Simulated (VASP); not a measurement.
# Al3Cl (P-3m1) in VASP: notebook, part 2 of 3

VASP 6.6.1.

### 3 Single point, PBE

This run uses another cell than the first one, of 19.76 Å³/atom.

Contents of INCAR:

```
ALGO = Normal
EDIFF = 1E-6
ENCUT = 520
GGA = PE
ISIF = 2
ISMEAR = 0
LASPH = True
LCHARG = True
LELF = True
LREAL = False
LVHAR = True
LWAVE = False
NBANDS = 26
NELM = 80
PREC = Accurate
SIGMA = 0.1
```

Contents of KPOINTS:

```
k-points
0
Gamma
  12 12 2
```

Contents of POSCAR:

```
Al3Cl
1.0
    3.1822070236      0.0000000000      0.0000000000
   -1.5911035118      2.7558721226      0.0000000000
    0.0000000000      0.0000000000     18.0213594594
Al Cl
6 2
Direct
    0.3333333333      0.6666666667      0.7106931887
    0.0000000000      0.0000000000      0.8227554148
    0.6666666667      0.3333333333      0.9408515300
    0.6666666667      0.3333333333      0.2893068113
    0.0000000000      0.0000000000      0.1772445852
    0.3333333333      0.6666666667      0.0591484700
    0.6666666667      0.3333333333      0.6171776903
    0.3333333333      0.6666666667      0.3828223097
```

Potentials or basis: VASP PAW PBE potentials, release 64 (Al, Cl).

Command:

```bash
> cat potpaw_PBE.64/Al/POTCAR potpaw_PBE.64/Cl/POTCAR > POTCAR
> mpirun -np 1 vasp_std > vasp.out
```

OUTCAR:

```text
EDIFF = 1E-6
   ENCUT = 520
   GGA = PE
   ISIF = 2
   ISMEAR = 0
   LASPH = True
   LREAL = False
   NELM = 80
   PREC = Accurate

 ion  position               nearest neighbor table
   1  0.333  0.667  0.711-   7 2.49   7 2.49   7 2.49   2 2.73   2 2.73   2 2.73
   2  0.000  0.000  0.823-   1 2.73   1 2.73   1 2.73   3 2.81   3 2.81   3 2.81
   3  0.667  0.333  0.941-   2 2.81   2 2.81   2 2.81   6 2.81   6 2.81   6 2.81
   4  0.667  0.333  0.289-   8 2.49   8 2.49   8 2.49   5 2.73   5 2.73   5 2.73
   5  0.000  0.000  0.177-   4 2.73   4 2.73   4 2.73   6 2.81   6 2.81   6 2.81
   6  0.333  0.667  0.059-   5 2.81   5 2.81   5 2.81   3 2.81   3 2.81   3 2.81
   7  0.667  0.333  0.617-   1 2.49   1 2.49   1 2.49
   8  0.333  0.667  0.383-   4 2.49   4 2.49   4 2.49

  LATTYP: Found a hexagonal cell.
 ALAT       =     3.1822070236
 C/A-ratio  =     5.6631637495

  Lattice vectors:

 A1 = (   3.1822070236,   0.0000000000,   0.0000000000)
 A2 = (  -1.5911035118,   2.7558721226,   0.0000000000)
 A3 = (   0.0000000000,   0.0000000000,  18.0213594594)

Analysis of symmetry for initial positions (statically):
=====================================================================
 Subroutine PRICEL returns:
 Original cell was already a primitive cell.

 Routine SETGRP: Setting up the symmetry group for a
 hexagonal supercell.

 Subroutine GETGRP returns: Found 12 space group operations
 (whereof 12 operations were pure point group operations)
 out of a pool of 24 trial point group operations.

The static configuration has the point symmetry D_3d.

Analysis of symmetry for dynamics (positions and initial velocities):
=====================================================================
[... 143 lines left out ...]
  volume/ion in A,a.u.               =      19.76       133.32
  Fermi-wavevector in a.u.,A,eV,Ry     =   0.961317  1.816625 12.573549  0.924130
  Thomas-Fermi vector in A             =   2.090678
   LORBIT       =      0    0 simple, 1 ext, 2 COOP (PROOUT), +10 PAW based schemes
   GGA     = PE    functional components
   LHFCALC =     F    Hartree Fock is set to
   AEXX    =    0.0000 exact exchange contribution
   IVDW    =     0    specifies the selected vdW correction
   LEPSILON=     F    determine dielectric tensor
   LRPA    =     F    only Hartree local field effects (RPA)
 non-spin polarized calculation
 Gauss-broadening in eV      SIGMA  =   0.10
  energy-cutoff  :      520.00
  volume of cell :      158.04
 maximum number of plane-waves:      4288
 NGX is ok and might be reduce to    24
   NGX = 11   NGY = 11   NGZ = 67

 number of electron      31.9999998 magnetization

 Free energy of the ion-electron system (eV)
  ---------------------------------------------------
  ext. energy  EPLUGINS =         0.00000000
  ---------------------------------------------------
  free energy    TOTEN  =       -28.09905166 eV

  energy without entropy =      -28.08297782  energy(sigma->0) =      -28.09101474

 E-fermi :   6.0946     XC(G=0):  -9.2899

 val. band max:        6.0933136571   @ k =   0.5000  -0.0000   0.0000
 cond. band min:       6.1167199726   @ k =   0.3333   0.3333   0.5000
 fundamental gap:      0.0234063156
 Fermi energy:         6.0946296520

 k-point     1 :       0.0000    0.0000    0.0000
  band No.  band energies     occupation
      1     -12.0922      2.00000
      2     -12.0767      2.00000
      3      -4.1164      2.00000
      4      -3.7631      2.00000
      5      -2.9626      2.00000
      6      -1.8400      2.00000
[... 685 lines left out ...]
     25      10.5179      0.00000
     26      10.8374      0.00000

 [... further k-points ...]

------------------------ aborting loop because EDIFF is reached ----------------------------------------

  FORCE on cell =-STRESS in cart. coord.  units (eV):
  Direction    XX          YY          ZZ          XY          YZ          ZX
  --------------------------------------------------------------------------------------
  -------------------------------------------------------------------------------------
  Total       -0.0577954     -0.0577954     -0.0580076     -0.0000000      0.0000000      0.0000000
  in kB       -0.5859074     -0.5859074     -0.5880581     -0.0000000      0.0000000      0.0000000
  external PRESSURE =      -0.5866243 kB  Pullay stress =       0.0000000 kB

 VOLUME and BASIS-vectors are now :
 -----------------------------------------------------------------------------
  energy-cutoff  :      520.00
  volume of cell :      158.04
      direct lattice vectors                 reciprocal lattice vectors
     3.182207024  0.000000000  0.000000000     0.314247311  0.181430770  0.000000000
    -1.591103512  2.755872123  0.000000000     0.000000000  0.362861539  0.000000000
     0.000000000  0.000000000 18.021359459     0.000000000  0.000000000  0.055489709

 POSITION                                       TOTAL-FORCE (eV/Angst)
 -----------------------------------------------------------------------------------
     -0.00000      1.83725     12.80766         0.000000      0.000000     -0.002956
      0.00000      0.00000     14.82717        -0.000000      0.000000      0.001738
      1.59110      0.91862     16.95542        -0.000000      0.000000     -0.000068
      1.59110      0.91862      5.21370        -0.000000      0.000000      0.002956
      0.00000      0.00000      3.19419         0.000000      0.000000     -0.001738
     -0.00000      1.83725      1.06594         0.000000     -0.000000      0.000068
      1.59110      0.91862     11.12238        -0.000000     -0.000000      0.004758
     -0.00000      1.83725      6.89898         0.000000      0.000000     -0.004758
 -----------------------------------------------------------------------------------
    total drift:                               -0.000000      0.000000      0.000000

  FREE ENERGIE OF THE ION-ELECTRON SYSTEM (eV)
  ---------------------------------------------------
  free  energy   TOTEN  =       -28.0990516561 eV

  energy  without entropy=      -28.0829778186  energy(sigma->0) =      -28.09101474
```

stdout:

```text
POSCAR found type information on POSCAR AlCl
 POSCAR found :  2 types and       8 ions
 scaLAPACK will be used
 LDA part: xc-table for (Slater+PW92), standard interpolation
 POSCAR, INCAR and KPOINTS ok, starting setup
 FFT: planning ... GRIDC
 FFT: planning ... GRID_SOFT
 FFT: planning ... GRID
 WAVECAR not read
 entering main loop
```

Run time: 1.9 min. Hardware: 1 thread of Intel Xeon Platinum 8559C (Emerald Rapids), shared host; peak memory 0.32 GiB.

What came out:

* Free energy: -28.0991 eV
* Pressure: -0.1 GPa
* Largest force: 0.005 eV/Å
* Band gap on the k mesh: zero (bands 16 and 17 overlap by 5.56 eV)

Forces on the atoms (eV/Å):
```
Al   0.000  0.000 -0.003
Al   0.000  0.000  0.002
Al   0.000  0.000  0.000
Al   0.000  0.000  0.003
Al   0.000  0.000 -0.002
Al   0.000  0.000  0.000
Cl   0.000  0.000  0.005
Cl   0.000  0.000 -0.005
```

Caveat: this functional lacks dispersion, which binds layers or chains, so the pressure and a relaxed spacing across them are unreliable.

### 4 Single point, PBE (20.99 Å³/atom)

This run uses another cell than the first one, of 20.99 Å³/atom.

Contents of INCAR:

```
SYSTEM = Al3Cl
ALGO = Normal
EDIFF = 1E-6
ENCUT = 520
GGA = PE
ISIF = 2
ISMEAR = 0
LASPH = .TRUE.
LCHARG = .FALSE.
LREAL = .FALSE.
LWAVE = .FALSE.
NBANDS = 26
NELM = 100
PREC = Accurate
SIGMA = 0.1
```

Contents of KPOINTS:

```
k-points
0
G
  12 12 2
  0 0 0
```

Contents of POSCAR:

```
Al3Cl
1.0
    3.1853056234      0.0000000000      0.0000000000
   -1.5926528117      2.7585555887      0.0000000000
    0.0000000000      0.0000000000     19.1079400605
Al Cl
6 2
Direct
    0.3333333333      0.6666666667      0.7273213373
    0.0000000000      0.0000000000      0.8329518577
    0.6666666667      0.3333333333      0.9442745527
    0.6666666667      0.3333333333      0.2726786627
    0.0000000000      0.0000000000      0.1670481423
    0.3333333333      0.6666666667      0.0557254473
    0.6666666667      0.3333333333      0.6391463298
    0.3333333333      0.6666666667      0.3608536702
```

Potentials or basis: VASP PAW PBE potentials, release 64 (Al, Cl).

Command:

```bash
> cat potpaw_PBE.64/Al/POTCAR potpaw_PBE.64/Cl/POTCAR > POTCAR
> mpirun -np 1 vasp_std > vasp.out
```

OUTCAR:

```text
SYSTEM = Al3Cl
   EDIFF = 1E-6
   ENCUT = 520
   GGA = PE
   ISIF = 2
   ISMEAR = 0
   LASPH = .TRUE.
   LREAL = .FALSE.
   NELM = 100
   PREC = Accurate

 ion  position               nearest neighbor table
   1  0.333  0.667  0.727-   7 2.49   7 2.49   7 2.49   2 2.73   2 2.73   2 2.73
   2  0.000  0.000  0.833-   1 2.73   1 2.73   1 2.73   3 2.81   3 2.81   3 2.81
   3  0.667  0.333  0.944-   2 2.81   2 2.81   2 2.81   6 2.81   6 2.81   6 2.81
   4  0.667  0.333  0.273-   8 2.49   8 2.49   8 2.49   5 2.73   5 2.73   5 2.73
   5  0.000  0.000  0.167-   4 2.73   4 2.73   4 2.73   6 2.81   6 2.81   6 2.81
   6  0.333  0.667  0.056-   5 2.81   5 2.81   5 2.81   3 2.81   3 2.81   3 2.81
   7  0.667  0.333  0.639-   1 2.49   1 2.49   1 2.49
   8  0.333  0.667  0.361-   4 2.49   4 2.49   4 2.49

  LATTYP: Found a hexagonal cell.
 ALAT       =     3.1853056234
 C/A-ratio  =     5.9987776118

  Lattice vectors:

 A1 = (   3.1853056234,   0.0000000000,   0.0000000000)
 A2 = (  -1.5926528117,   2.7585555887,   0.0000000000)
 A3 = (   0.0000000000,   0.0000000000,  19.1079400605)

Analysis of symmetry for initial positions (statically):
=====================================================================
 Subroutine PRICEL returns:
 Original cell was already a primitive cell.

 Routine SETGRP: Setting up the symmetry group for a
 hexagonal supercell.

 Subroutine GETGRP returns: Found 12 space group operations
 (whereof 12 operations were pure point group operations)
 out of a pool of 24 trial point group operations.

The static configuration has the point symmetry D_3d.

Analysis of symmetry for dynamics (positions and initial velocities):
=====================================================================
 Subroutine PRICEL returns:
 Original cell was already a primitive cell.

 Routine SETGRP: Setting up the symmetry group for a
 hexagonal supercell.

 Subroutine GETGRP returns: Found 12 space group operations
 (whereof 12 operations were pure point group operations)
 out of a pool of 24 trial point group operations.

The dynamic configuration has the point symmetry D_3d.

 Subroutine INISYM returns: Found 12 space group operations
 (whereof 12 operations are pure point group operations),
 and found     1 'primitive' translations

----------------------------------------------------------------------------------------

                                     Primitive cell

  volume of cell :     167.8985

  direct lattice vectors                    reciprocal lattice vectors
     3.185305623  0.000000000  0.000000000     0.313941618  0.181254277  0.000000000
    -1.592652812  2.758555589  0.000000000     0.000000000  0.362508555  0.000000000
     0.000000000  0.000000000 19.107940060     0.000000000  0.000000000  0.052334265

  length of vectors
     3.185305623  3.185305623 19.107940060     0.362508555  0.362508555  0.052334265

  position of ions in fractional coordinates (direct lattice)
     0.333333333  0.666666667  0.727321337
     0.000000000  0.000000000  0.832951858
     0.666666667  0.333333333  0.944274553
     0.666666667  0.333333333  0.272678663
[... 46 lines left out ...]
  0.166667  0.000000  0.000000      6.000000
  0.250000  0.000000  0.000000      6.000000
  0.333333 -0.000000  0.000000      6.000000
  0.416667 -0.000000  0.000000      6.000000
[... 16 lines left out ...]
  0.250000  0.000000  0.500000      6.000000
  0.333333 -0.000000  0.500000      6.000000
 [... further k-points ...]
   k-points           NKPTS =     38   k-points in BZ     NKDIM =     38   number of bands    NBANDS=     26
   number of dos      NEDOS =    301   number of ions     NIONS =      8
   total plane-waves  NPLWV =  82944
   dimension x,y,z NGX =    24 NGY =   24 NGZ =  144
   dimension x,y,z NGXF=    48 NGYF=   48 NGZF=  288
   ions per type =               6   2
   NGX,Y,Z   is equivalent  to a cutoff of  12.53, 12.53, 12.53 a.u.
   NGXF,Y,Z  is equivalent  to a cutoff of  25.05, 25.05, 25.06 a.u.
 SYSTEM =  Al3Cl
   PREC   = accura    normal or accurate (medium, high low for compatibility)
   ISTART =      0    job   : 0-new  1-cont  2-samecut
   ICHARG =      2    charge: 1-file 2-atom 10-const
   ISPIN  =      1    spin polarized calculation?
   LNONCOLLINEAR =      F non collinear calculations
   LSORBIT =      F    spin-orbit coupling
   LASPH  =      T    aspherical Exc in radial PAW
   ENCUT  =  520.0 eV  38.22 Ry    6.18 a.u.   5.92  5.92 35.53*2*pi/ulx,y,z
   NELM   =    100;   NELMIN=  2; NELMDL= -5     # of ELM steps
   EDIFF  = 0.1E-05   stopping-criterion for ELM
   LREAL  =      F    real-space projection
   EDIFFG = 0.1E-04   stopping-criterion for IOM
   NSW    =      0    number of steps for IOM
   IBRION =     -1    ionic relax: 0-MD 1-quasi-New 2-CG
   NFREE  =      0    steps in history (QN), initial steepest desc. (CG)
   ISIF   =      2    stress and relaxation
   ISYM   =      2    0-nonsym 1-usesym 2-fastsym
   POTIM  = 0.5000    time-step for ionic-motion
   TEBEG  =    0.0;   TEEND  =   0.0 temperature during run
   PSTRESS=    0.0 pullay stress
   NELECT =      32.0000    total number of electrons
   NUPDOWN=      -1.0000    fix difference up-down
   EMIN   =  10.00;   EMAX   =-10.00  energy-range for DOS
   EFERMI =   0.00;   METHOD = LEGACY
   ISMEAR =     0;   SIGMA  =   0.10  broadening in eV -4-tet -1-fermi 0-gaus
   EFERMI_NEDOS =   21; number of points for ismear=-14 and -15
   IALGO  =     38    algorithm
   IMIX   =      4    mixing-type and parameters
     AMIX     =   0.40;   BMIX     =  1.00
     AMIX_MAG =   1.60;   BMIX_MAG =  1.00
  volume/ion in A,a.u.               =      20.99       141.63
  Fermi-wavevector in a.u.,A,eV,Ry     =   0.942127  1.780361 12.076565  0.887602
  Thomas-Fermi vector in A             =   2.069705
   LORBIT       =      0    0 simple, 1 ext, 2 COOP (PROOUT), +10 PAW based schemes
   GGA     = PE    functional components
   LHFCALC =     F    Hartree Fock is set to
   AEXX    =    0.0000 exact exchange contribution
   IVDW    =     0    specifies the selected vdW correction
   LEPSILON=     F    determine dielectric tensor
   LRPA    =     F    only Hartree local field effects (RPA)
 non-spin polarized calculation
 Gauss-broadening in eV      SIGMA  =   0.10
  energy-cutoff  :      520.00
  volume of cell :      167.90
 maximum number of plane-waves:      4564
 NGX is ok and might be reduce to    24
   NGX = 11   NGY = 11   NGZ = 71

 number of electron      31.9999996 magnetization

 Free energy of the ion-electron system (eV)
  ---------------------------------------------------
  ext. energy  EPLUGINS =         0.00000000
  ---------------------------------------------------
  free energy    TOTEN  =       -28.09650781 eV

  energy without entropy =      -28.08049288  energy(sigma->0) =      -28.08850034

 E-fermi :   5.5001     XC(G=0):  -8.8710

 val. band max:        5.4906894901   @ k =   0.5000   0.0000   0.0000
 cond. band min:       5.5085964787   @ k =   0.3333   0.3333   0.0000
 fundamental gap:      0.0179069886
 Fermi energy:         5.5000906141

 k-point     1 :       0.0000    0.0000    0.0000
  band No.  band energies     occupation
      1     -12.6697      2.00000
      2     -12.6685      2.00000
      3      -4.6983      2.00000
      4      -4.3537      2.00000
      5      -3.5309      2.00000
      6      -2.4497      2.00000
[... 685 lines left out ...]
     25       9.9274      0.00000
     26      10.2247      0.00000

 [... further k-points ...]

------------------------ aborting loop because EDIFF is reached ----------------------------------------

  FORCE on cell =-STRESS in cart. coord.  units (eV):
  Direction    XX          YY          ZZ          XY          YZ          ZX
  --------------------------------------------------------------------------------------
  -------------------------------------------------------------------------------------
  Total       -0.1203573     -0.1203573     -0.1065801      0.0000000      0.0000000      0.0000000
  in kB       -1.1485143     -1.1485143     -1.0170450      0.0000000      0.0000000      0.0000000
  external PRESSURE =      -1.1046912 kB  Pullay stress =       0.0000000 kB

 VOLUME and BASIS-vectors are now :
 -----------------------------------------------------------------------------
  energy-cutoff  :      520.00
  volume of cell :      167.90
      direct lattice vectors                 reciprocal lattice vectors
     3.185305623  0.000000000  0.000000000     0.313941618  0.181254277  0.000000000
    -1.592652812  2.758555589  0.000000000     0.000000000  0.362508555  0.000000000
     0.000000000  0.000000000 19.107940060     0.000000000  0.000000000  0.052334265

 POSITION                                       TOTAL-FORCE (eV/Angst)
 -----------------------------------------------------------------------------------
     -0.00000      1.83904     13.89761        -0.000000      0.000000     -0.002836
      0.00000      0.00000     15.91599         0.000000      0.000000      0.001231
      1.59265      0.91952     18.04314        -0.000000      0.000000     -0.000239
      1.59265      0.91952      5.21033         0.000000     -0.000000      0.002836
      0.00000      0.00000      3.19195         0.000000     -0.000000     -0.001231
     -0.00000      1.83904      1.06480        -0.000000      0.000000      0.000239
      1.59265      0.91952     12.21277        -0.000000      0.000000      0.005109
     -0.00000      1.83904      6.89517         0.000000     -0.000000     -0.005109
 -----------------------------------------------------------------------------------
    total drift:                                0.000000     -0.000000     -0.000000

  FREE ENERGIE OF THE ION-ELECTRON SYSTEM (eV)
  ---------------------------------------------------
  free  energy   TOTEN  =       -28.0965078053 eV

  energy  without entropy=      -28.0804928824  energy(sigma->0) =      -28.08850034
```

Run time: 2 min. Hardware: 1 thread of Intel Xeon Platinum 8559C (Emerald Rapids), shared host; peak memory 0.34 GiB.

Results:

```
Free energy            : -28.0965 eV
Pressure               : -0.1 GPa
Largest force          : 0.005 eV/Å
Band gap on the k mesh : zero (bands 16 and 17 overlap by 5.50 eV)
```

Forces on the atoms (eV/Å):
```
Al   0.000  0.000 -0.003
Al   0.000  0.000  0.001
Al   0.000  0.000  0.000
Al   0.000  0.000  0.003
Al   0.000  0.000 -0.001
Al   0.000  0.000  0.000
Cl   0.000  0.000  0.005
Cl   0.000  0.000 -0.005
```

Caveat: this functional lacks dispersion, which binds layers or chains, so the pressure and a relaxed spacing across them are unreliable.

(Part 2 of 3 ends here.)

The gap in the log of VASP goes by the Fermi energy; the results here count the filled bands.